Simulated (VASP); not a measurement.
# Fe (P6_3/mmc) in VASP: single point with PBE

Aim: the single point of Fe with PBE.

Program: VASP 6.6.1. These are calculated values, not measurements. Logs are shortened: lines on timing, memory, paths and dates and some standing lists are left out, and cuts for length are marked.

## 1. The cell of the first run

Symmetry: P6_3/mmc, No. 194, hexagonal system. The conventional cell has a = 2.534 Å, b = 2.534 Å, c = 4.357 Å, α = 90.00°, β = 90.00°, γ = 120.00°. Within 3.3 Å of Fe (site symmetry -6m2) lie 12 Fe at 2.53 to 2.62 Å.

## 2. Single point, PBE, collinear spin, ferromagnetic start

INCAR reads:

```
SYSTEM = Fe
  ALGO = Normal
  EDIFF = 1E-6
  ENCUT = 520
  GGA = PE
  ISIF = 2
  ISMEAR = 0
  ISPIN = 2
  LASPH = .True.
  LCHARG = .False.
  LMAXMIX = 4
  LORBIT = 11
  LREAL = .False.
  LWAVE = .False.
  MAGMOM = 2.5 2.5
  NBANDS = 19
  NELM = 150
  PREC = Accurate
  SIGMA = 0.05
```

KPOINTS reads:

```
k-points
0
Gamma
  8 8 6
  0 0 0
```

POSCAR reads:

```
Fe
1.0
    2.5343942123      0.0000000000      0.0000000000
   -1.2671971061      2.1948497711      0.0000000000
    0.0000000000      0.0000000000      4.3568633626
Fe
2
Direct
    0.3333333333      0.6666666667      0.7500000000
    0.6666666667      0.3333333333      0.2500000000
```

Potentials or basis: VASP PAW PBE potentials, release 64 (Fe).

Launch:

```bash
cat potpaw_PBE.64/Fe/POTCAR > POTCAR
mpirun -np 1 vasp_std > vasp.out
```

OUTCAR:

```text
SYSTEM = Fe
   EDIFF = 1E-6
   ENCUT = 520
   GGA = PE
   ISIF = 2
   ISMEAR = 0
   ISPIN = 2
   LASPH = .True.
   LORBIT = 11
   LREAL = .False.
   NELM = 150
   PREC = Accurate

 ion  position               nearest neighbor table
   1  0.333  0.667  0.750-   2 2.62   2 2.62   2 2.62   2 2.62   2 2.62   2 2.62
   2  0.667  0.333  0.250-   1 2.62   1 2.62   1 2.62   1 2.62   1 2.62   1 2.62

  LATTYP: Found a hexagonal cell.
 ALAT       =     2.5343942123
 C/A-ratio  =     1.7190945834

  Lattice vectors:

 A1 = (   2.5343942123,   0.0000000000,   0.0000000000)
 A2 = (  -1.2671971061,   2.1948497711,   0.0000000000)
 A3 = (   0.0000000000,   0.0000000000,   4.3568633626)

Analysis of symmetry for initial positions (statically):
=====================================================================
 Subroutine PRICEL returns:
 Original cell was already a primitive cell.

 Routine SETGRP: Setting up the symmetry group for a
 hexagonal supercell.

 Subroutine GETGRP returns: Found 24 space group operations
 (whereof 12 operations were pure point group operations)
 out of a pool of 24 trial point group operations.

The static configuration has the point symmetry D_3d.
 The point group associated with its full space group is D_6h.

Analysis of symmetry for dynamics (positions and initial velocities):
=====================================================================
 Subroutine PRICEL returns:
 Original cell was already a primitive cell.

 Routine SETGRP: Setting up the symmetry group for a
 hexagonal supercell.

 Subroutine GETGRP returns: Found 24 space group operations
 (whereof 12 operations were pure point group operations)
 out of a pool of 24 trial point group operations.

The dynamic configuration has the point symmetry D_3d.
 The point group associated with its full space group is D_6h.

Analysis of structural, dynamic, and magnetic symmetry:
=====================================================================
 Subroutine PRICEL returns:
 Original cell was already a primitive cell.

 Routine SETGRP: Setting up the symmetry group for a
 hexagonal supercell.

 Subroutine GETGRP returns: Found 24 space group operations
 (whereof 12 operations were pure point group operations)
 out of a pool of 24 trial point group operations.

The overall configuration has the point symmetry D_3d.
 The point group associated with its full space group is D_6h.

 Subroutine INISYM returns: Found 24 space group operations
 (whereof 12 operations are pure point group operations),
 and found     1 'primitive' translations
[... 117 lines left out ...]
  Fermi-wavevector in a.u.,A,eV,Ry     =   1.425489  2.693784 27.647294  2.032019
  Thomas-Fermi vector in A             =   2.545868
   LORBIT       =     11    0 simple, 1 ext, 2 COOP (PROOUT), +10 PAW based schemes
   GGA     = PE    functional components
   LHFCALC =     F    Hartree Fock is set to
   AEXX    =    0.0000 exact exchange contribution
   IVDW    =     0    specifies the selected vdW correction
   LEPSILON=     F    determine dielectric tensor
   LRPA    =     F    only Hartree local field effects (RPA)
 spin polarized calculation
 Gauss-broadening in eV      SIGMA  =   0.05
  energy-cutoff  :      520.00
  volume of cell :       24.24
 maximum number of plane-waves:       665
 NGX is ok and might be reduce to    20
   NGX =  9   NGY =  9   NGZ = 17

 number of electron      15.9999991 magnetization       5.2489617

 Free energy of the ion-electron system (eV)
  ---------------------------------------------------
  ext. energy  EPLUGINS =         0.00000000
  ---------------------------------------------------
  free energy    TOTEN  =       -16.09652690 eV

  energy without entropy =      -16.09430539  energy(sigma->0) =      -16.09541615

 E-fermi :   5.4535     XC(G=0): -12.7312

 val. band max:        5.4009433740   @ k =   0.3750   0.1250   0.5000
 cond. band min:       5.4670409356   @ k =   0.3750  -0.0000   0.0000
 fundamental gap:      0.0660975616
 Fermi energy:         5.4535455710

 spin component 1

 k-point     1 :       0.0000    0.0000    0.0000
  band No.  band energies     occupation
      1      -2.9367      1.00000
      2       0.5836      1.00000
      3       2.8592      1.00000
      4       3.0734      1.00000
      5       3.0734      1.00000
      6       3.3153      1.00000
[... 517 lines left out ...]
     18      25.8014      0.00000
     19      25.9374      0.00000

 [... further k-points ...]

 spin component 2

 k-point     1 :       0.0000    0.0000    0.0000
  band No.  band energies     occupation
      1      -2.6407      1.00000
      2       1.8715      1.00000
      3       4.9356      1.00000
      4       5.0064      1.00000
      5       5.5444      0.00507
      6       5.5444      0.00507
[... 517 lines left out ...]
     18      26.5352      0.00000
     19      26.6012      0.00000

 [... further k-points ...]

------------------------ aborting loop because EDIFF is reached ----------------------------------------

  FORCE on cell =-STRESS in cart. coord.  units (eV):
  Direction    XX          YY          ZZ          XY          YZ          ZX
  --------------------------------------------------------------------------------------
  -------------------------------------------------------------------------------------
  Total       -0.0429464     -0.0429464      0.0118634     -0.0000000      0.0000000      0.0000000
  in kB       -2.8391213     -2.8391213      0.7842721     -0.0000000      0.0000000      0.0000000
  external PRESSURE =      -1.6313235 kB  Pullay stress =       0.0000000 kB

 VOLUME and BASIS-vectors are now :
 -----------------------------------------------------------------------------
  energy-cutoff  :      520.00
  volume of cell :       24.24
      direct lattice vectors                 reciprocal lattice vectors
     2.534394212  0.000000000  0.000000000     0.394571608  0.227806024  0.000000000
    -1.267197106  2.194849771  0.000000000     0.000000000  0.455612048  0.000000000
     0.000000000  0.000000000  4.356863363     0.000000000  0.000000000  0.229522920

 POSITION                                       TOTAL-FORCE (eV/Angst)
 -----------------------------------------------------------------------------------
     -0.00000      1.46323      3.26765        -0.000000      0.000000      0.000000
      1.26720      0.73162      1.08922         0.000000      0.000000      0.000000
 -----------------------------------------------------------------------------------
    total drift:                                0.000000     -0.000000     -0.000000

  FREE ENERGIE OF THE ION-ELECTRON SYSTEM (eV)
  ---------------------------------------------------
  free  energy   TOTEN  =       -16.0965269049 eV

  energy  without entropy=      -16.0943053870  energy(sigma->0) =      -16.09541615

 total charge

# of ion       s       p       d       tot
------------------------------------------
    1        0.472   0.482   6.199   7.153
    2        0.472   0.482   6.199   7.153
--------------------------------------------------
tot          0.944   0.964  12.399  14.306

 magnetization (x)

# of ion       s       p       d       tot
------------------------------------------
    1       -0.015  -0.032   2.659   2.612
    2       -0.015  -0.032   2.659   2.612
--------------------------------------------------
tot         -0.030  -0.064   5.318   5.223
```

stdout:

```text
POSCAR found type information on POSCAR Fe
 POSCAR found :  1 types and       2 ions
 scaLAPACK will be used
 LDA part: xc-table for (Slater+PW92), standard interpolation
 POSCAR, INCAR and KPOINTS ok, starting setup
 FFT: planning ... GRIDC
 FFT: planning ... GRID_SOFT
 FFT: planning ... GRID
 WAVECAR not read
 entering main loop
```

Run time: 59 s. Hardware: 1 thread of Intel Xeon Platinum 8375C at 2.90GHz (Ice Lake), shared host; peak memory 0.15 GiB.

Results:

- Free energy: -16.0965 eV
- Pressure: -0.2 GPa
- Net moment: 5.25 μB per cell
- Site moments: Fe +2.61 μB
- Valence electrons inside the program's atomic spheres: Fe 7.15
